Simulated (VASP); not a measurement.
# CaO (Imm2) in VASP: single point with PBE

Aim: the single point of CaO with PBE.

Everything below comes from runs of VASP 6.6.1. Logs are shortened: lines on timing, memory, paths and dates and some standing lists are left out, and cuts for length are marked.

**1. The cell of the first run**

It takes space group Imm2 (No. 44, orthorhombic). The conventional cell has a = 3.463 Å, b = 4.898 Å, c = 3.463 Å, α = 90.00°, β = 90.00°, γ = 90.00°. Ca (site symmetry mm2) has 6 O at 2.31 to 2.59 Å within 3.1 Å. Within 3.1 Å of O (site symmetry mm2) lie 6 Ca at 2.31 to 2.59 Å.

**2. Single point, PBE (atom 1 (Ca) moved by [0.141421, 0.141421, 0.0] A)**

Contents of INCAR:

```
  PREC = Accurate
  ENCUT = 520
  EDIFF = 1E-6
  ISMEAR = -1
  SIGMA = 0.03
  LREAL = F
  LASPH = T
  NELM = 100
  ALGO = Normal
  ISIF = 2
  LWAVE = F
  LCHARG = F
  GGA = PE
  NBANDS = 15
```

Contents of KPOINTS:

```
regular mesh
0
Gamma
  9 9 9
```

Contents of POSCAR:

```
CaO
1.0
    0.0000000000      2.4490000000      2.4490000000
    2.4490000000      0.0000000000      2.4490000000
    2.4490000000      2.4490000000      0.0000000000
Ca O
1 1
Direct
    0.0000000000      0.0000000000      0.0577464271
    0.5000000000      0.5000000000      0.5000000000
```

Potentials or basis: VASP PAW PBE potentials, release 64 (Ca_sv, O).

On the command line:

```sh
cat potpaw_PBE.64/Ca_sv/POTCAR potpaw_PBE.64/O/POTCAR > POTCAR
mpirun -np 1 vasp_std > vasp.out
```

OUTCAR:

```text
PREC = Accurate
   ENCUT = 520
   EDIFF = 1E-6
   ISMEAR = -1
   LREAL = F
   LASPH = T
   NELM = 100
   ISIF = 2
   GGA = PE

 ion  position               nearest neighbor table
   1  0.000  0.000  0.058-   2 2.31   2 2.31   2 2.46   2 2.46
   2  0.500  0.500  0.500-   1 2.31   1 2.31   1 2.46   1 2.46

  LATTYP: Found a face centered cubic cell.
 ALAT       =     4.8980000000

  Lattice vectors:

 A1 = (   0.0000000000,   2.4490000000,   2.4490000000)
 A2 = (   2.4490000000,   0.0000000000,   2.4490000000)
 A3 = (   2.4490000000,   2.4490000000,   0.0000000000)

Analysis of symmetry for initial positions (statically):
=====================================================================
 Subroutine PRICEL returns:
 Original cell was already a primitive cell.

 Routine SETGRP: Setting up the symmetry group for a
 face centered cubic supercell.

 Subroutine GETGRP returns: Found  4 space group operations
 (whereof  4 operations were pure point group operations)
 out of a pool of 48 trial point group operations.

The static configuration has the point symmetry C_2v.

Analysis of symmetry for dynamics (positions and initial velocities):
=====================================================================
 Subroutine PRICEL returns:
 Original cell was already a primitive cell.

 Routine SETGRP: Setting up the symmetry group for a
 face centered cubic supercell.

 Subroutine GETGRP returns: Found  4 space group operations
 (whereof  4 operations were pure point group operations)
 out of a pool of 48 trial point group operations.

The dynamic configuration has the point symmetry C_2v.

 Subroutine INISYM returns: Found  4 space group operations
 (whereof  4 operations are pure point group operations),
 and found     1 'primitive' translations

----------------------------------------------------------------------------------------

                                     Primitive cell

  volume of cell :      29.3762

  direct lattice vectors                    reciprocal lattice vectors
     0.000000000  2.449000000  2.449000000    -0.204164965  0.204164965  0.204164965
     2.449000000  0.000000000  2.449000000     0.204164965 -0.204164965  0.204164965
     2.449000000  2.449000000  0.000000000     0.204164965  0.204164965 -0.204164965

  length of vectors
     3.463409014  3.463409014  3.463409014     0.353624093  0.353624093  0.353624093

  position of ions in fractional coordinates (direct lattice)
     0.000000000  0.000000000  0.057746427
     0.500000000  0.500000000  0.500000000

  ion indices of the primitive-cell ions
   primitive index   ion index
                 1           1
                 2           2

----------------------------------------------------------------------------------------

 KPOINTS: regular mesh

Automatic generation of k-mesh.
 Grid dimensions read from file:
 generate k-points for:    9    9    9

 Generating k-lattice:

  Cartesian coordinates                     Fractional coordinates (reciprocal lattice)
    -0.022684996  0.022684996  0.022684996     0.111111111  0.000000000  0.000000000
     0.022684996 -0.022684996  0.022684996     0.000000000  0.111111111  0.000000000
     0.022684996  0.022684996 -0.022684996     0.000000000  0.000000000  0.111111111

  Length of vectors
     0.039291566  0.039291566  0.039291566

  Shift w.r.t. Gamma in fractional coordinates (k-lattice)
     0.000000000  0.000000000  0.000000000

 Subroutine IBZKPT returns following result:
 ===========================================

 Found    125 irreducible k-points:

 Following reciprocal coordinates:
            Coordinates               Weight
  0.000000  0.000000  0.000000      1.000000
  0.111111  0.000000  0.000000      4.000000
  0.000000  0.000000  0.111111      4.000000
  0.222222  0.000000  0.000000      4.000000
  0.000000  0.000000  0.222222      4.000000
  0.333333  0.000000  0.000000      4.000000
[... 16 lines left out ...]
  0.111111  0.111111 -0.333333      4.000000
 -0.444444  0.111111  0.000000      4.000000
 [... further k-points ...]
   k-points           NKPTS =    125   k-points in BZ     NKDIM =    125   number of bands    NBANDS=     15
   number of dos      NEDOS =    301   number of ions     NIONS =      2
   total plane-waves  NPLWV =  21952
   dimension x,y,z NGX =    28 NGY =   28 NGZ =   28
   dimension x,y,z NGXF=    56 NGYF=   56 NGZF=   56
   ions per type =               1   1
   NGX,Y,Z   is equivalent  to a cutoff of  13.44, 13.44, 13.44 a.u.
   NGXF,Y,Z  is equivalent  to a cutoff of  26.88, 26.88, 26.88 a.u.
 SYSTEM =  unknown system
   PREC   = accura    normal or accurate (medium, high low for compatibility)
   ISTART =      0    job   : 0-new  1-cont  2-samecut
   ICHARG =      2    charge: 1-file 2-atom 10-const
   ISPIN  =      1    spin polarized calculation?
   LNONCOLLINEAR =      F non collinear calculations
   LSORBIT =      F    spin-orbit coupling
   LASPH  =      T    aspherical Exc in radial PAW
   ENCUT  =  520.0 eV  38.22 Ry    6.18 a.u.   6.44  6.44  6.44*2*pi/ulx,y,z
   NELM   =    100;   NELMIN=  2; NELMDL= -5     # of ELM steps
   EDIFF  = 0.1E-05   stopping-criterion for ELM
   LREAL  =      F    real-space projection
   EDIFFG = 0.1E-04   stopping-criterion for IOM
   NSW    =      0    number of steps for IOM
   IBRION =     -1    ionic relax: 0-MD 1-quasi-New 2-CG
   NFREE  =      0    steps in history (QN), initial steepest desc. (CG)
   ISIF   =      2    stress and relaxation
   ISYM   =      2    0-nonsym 1-usesym 2-fastsym
   POTIM  = 0.5000    time-step for ionic-motion
   TEBEG  =    0.0;   TEEND  =   0.0 temperature during run
   PSTRESS=    0.0 pullay stress
   NELECT =      16.0000    total number of electrons
   NUPDOWN=      -1.0000    fix difference up-down
   EMIN   =  10.00;   EMAX   =-10.00  energy-range for DOS
   EFERMI =   0.00;   METHOD = LEGACY
   ISMEAR =    -1;   SIGMA  =   0.03  broadening in eV -4-tet -1-fermi 0-gaus
   EFERMI_NEDOS =   21; number of points for ismear=-14 and -15
   IALGO  =     38    algorithm
   IMIX   =      4    mixing-type and parameters
     AMIX     =   0.40;   BMIX     =  1.00
     AMIX_MAG =   1.60;   BMIX_MAG =  1.00
  volume/ion in A,a.u.               =      14.69        99.12
  Fermi-wavevector in a.u.,A,eV,Ry     =   1.336953  2.526474 24.319632  1.787443
  Thomas-Fermi vector in A             =   2.465539
   LORBIT       =      0    0 simple, 1 ext, 2 COOP (PROOUT), +10 PAW based schemes
   GGA     = PE    functional components
   LHFCALC =     F    Hartree Fock is set to
   AEXX    =    0.0000 exact exchange contribution
   IVDW    =     0    specifies the selected vdW correction
   LEPSILON=     F    determine dielectric tensor
   LRPA    =     F    only Hartree local field effects (RPA)
 non-spin polarized calculation
  energy-cutoff  :      520.00
  volume of cell :       29.38
 maximum number of plane-waves:       809
 NGX is ok and might be reduce to    28
   NGX = 13   NGY = 13   NGZ = 13

 number of electron      16.0000004 magnetization

 Free energy of the ion-electron system (eV)
  ---------------------------------------------------
  ext. energy  EPLUGINS =         0.00000000
  ---------------------------------------------------
  free energy    TOTEN  =       -12.74727224 eV

  energy without entropy =      -12.74727224  energy(sigma->0) =      -12.74727224

 E-fermi :   2.5321     XC(G=0): -10.1898

 val. band max:        1.9297122124   @ k =   0.0000   0.0000   0.0000
 cond. band min:       5.8881871134   @ k =   0.0000   0.4444   0.4444
 fundamental gap:      3.9584749010
 Fermi energy:         2.5320559703

 k-point     1 :       0.0000    0.0000    0.0000
  band No.  band energies     occupation
      1     -35.7917      2.00000
      2     -16.6272      2.00000
      3     -16.5961      2.00000
      4     -16.5921      2.00000
      5     -13.3794      2.00000
      6       1.9194      2.00000
      7       1.9252      2.00000
      8       1.9297      2.00000
      9       6.2713      0.00000
     10       8.1381      0.00000
     11       8.2940      0.00000
     12       8.3065      0.00000
     13       9.6286      0.00000
     14       9.7495      0.00000
     15      16.6938      0.00000

 k-point     2 :       0.1111    0.0000    0.0000
  band No.  band energies     occupation
      1     -35.7823      2.00000
      2     -16.7435      2.00000
      3     -16.6152      2.00000
      4     -16.6009      2.00000
      5     -13.2393      2.00000
      6       1.4641      2.00000
      7       1.7967      2.00000
      8       1.8707      2.00000
      9       6.8076      0.00000
     10       8.0425      0.00000
     11       8.3873      0.00000
     12       8.4863      0.00000
     13       9.9172      0.00000
     14      10.0652      0.00000
     15      17.1344      0.00000

 k-point     3 :       0.0000    0.0000    0.1111
  band No.  band energies     occupation
      1     -35.7824      2.00000
      2     -16.7498      2.00000
      3     -16.6061      2.00000
      4     -16.5979      2.00000
      5     -13.2453      2.00000
      6       1.4977      2.00000
      7       1.7842      2.00000
      8       1.8199      2.00000
      9       6.7962      0.00000
     10       8.2209      0.00000
     11       8.3253      0.00000
     12       8.4797      0.00000
     13       9.9147      0.00000
     14      10.0089      0.00000
     15      17.1236      0.00000

 k-point     4 :       0.2222    0.0000    0.0000
  band No.  band energies     occupation
      1     -35.7583      2.00000
      2     -17.0390      2.00000
      3     -16.6297      2.00000
      4     -16.6160      2.00000
      5     -12.9212      2.00000
      6       0.6872      2.00000
      7       1.4874      2.00000
      8       1.5694      2.00000
      9       7.9221      0.00000
     10       8.0604      0.00000
     11       8.8268      0.00000
     12       8.9324      0.00000
     13      10.6005      0.00000
     14      10.7470      0.00000
     15      17.5659      0.00000
[... 307 lines left out ...]
 k-point    22 :       0.1111    0.0000    0.4444
  band No.  band energies     occupation
      1     -35.7138      2.00000
      2     -17.4007      2.00000
      3     -16.6748      2.00000
      4     -16.6664      2.00000
      5     -12.5458      2.00000
      6      -0.1938      2.00000
      7       0.9322      2.00000
      8       1.1063      2.00000
      9       8.2462      0.00000
     10       9.4453      0.00000
     11      10.1753      0.00000
     12      10.4549      0.00000
     13      11.5699      0.00000
     14      12.1973      0.00000
     15      15.6969      0.00000

 k-point    23 :       0.1111    0.1111   -0.3333
  band No.  band energies     occupation
      1     -35.7139      2.00000
      2     -17.3993      2.00000
      3     -16.6798      2.00000
      4     -16.6604      2.00000
      5     -12.5493      2.00000
      6      -0.1884      2.00000
      7       0.9602      2.00000
      8       1.0667      2.00000
      9       8.3679      0.00000
     10       9.4167      0.00000
     11      10.1274      0.00000
     12      10.3191      0.00000
     13      11.6750      0.00000
     14      12.1522      0.00000
     15      15.7122      0.00000

 k-point    24 :      -0.4444    0.1111    0.0000
  band No.  band energies     occupation
      1     -35.7069      2.00000
      2     -17.4714      2.00000
      3     -16.6974      2.00000
      4     -16.6656      2.00000
      5     -12.4542      2.00000
      6      -0.2969      2.00000
      7       0.9185      2.00000
      8       1.0750      2.00000
      9       8.6891      0.00000
     10       9.1137      0.00000
     11      10.1360      0.00000
     12      10.5729      0.00000
     13      11.8873      0.00000
     14      12.5975      0.00000
     15      15.3488      0.00000

 [... further k-points ...]

------------------------ aborting loop because EDIFF is reached ----------------------------------------

  FORCE on cell =-STRESS in cart. coord.  units (eV):
  Direction    XX          YY          ZZ          XY          YZ          ZX
  --------------------------------------------------------------------------------------
  -------------------------------------------------------------------------------------
  Total       -0.2435678     -0.2435678     -0.6812380     -0.0532892      0.0000000      0.0000000
  in kB      -13.2841624    -13.2841624    -37.1546439     -2.9063880      0.0000000      0.0000000
  external PRESSURE =     -21.2409896 kB  Pullay stress =       0.0000000 kB

 VOLUME and BASIS-vectors are now :
 -----------------------------------------------------------------------------
  energy-cutoff  :      520.00
  volume of cell :       29.38
      direct lattice vectors                 reciprocal lattice vectors
     0.000000000  2.449000000  2.449000000    -0.204164965  0.204164965  0.204164965
     2.449000000  0.000000000  2.449000000     0.204164965 -0.204164965  0.204164965
     2.449000000  2.449000000  0.000000000     0.204164965  0.204164965 -0.204164965

 POSITION                                       TOTAL-FORCE (eV/Angst)
 -----------------------------------------------------------------------------------
      0.14142      0.14142      0.00000        -0.353414     -0.353414     -0.000000
      2.44900      2.44900      2.44900         0.353414      0.353414      0.000000
 -----------------------------------------------------------------------------------
    total drift:                                0.000200      0.000200      0.000000

  FREE ENERGIE OF THE ION-ELECTRON SYSTEM (eV)
  ---------------------------------------------------
  free  energy   TOTEN  =       -12.7472722352 eV

  energy  without entropy=      -12.7472722352  energy(sigma->0) =      -12.74727224
```

It took 52 s on 1 thread of Intel Xeon Platinum 8259CL at 2.50GHz (Skylake/Cascade Lake), shared host; peak memory 0.19 GiB.

What came out:

```yaml
Free_energy: -12.7473 eV
Pressure: -2.1 GPa
Largest_force: 0.500 eV/Å
Band_gap_on_the_k_mesh: 3.96 eV (least direct gap 4.25 eV)
```

Forces on the atoms (eV/Å):
```
Ca  -0.353 -0.353  0.000
O    0.353  0.353  0.000
```

Stress tensor (GPa, compression positive):
```
-1.33 -0.29  0.00
-0.29 -1.33  0.00
 0.00  0.00 -3.72
```

Caveat: the cell differs from its parent crystal (atom 1 (Ca) moved by [0.141421, 0.141421, 0.0] A). A k mesh can miss the band edges.
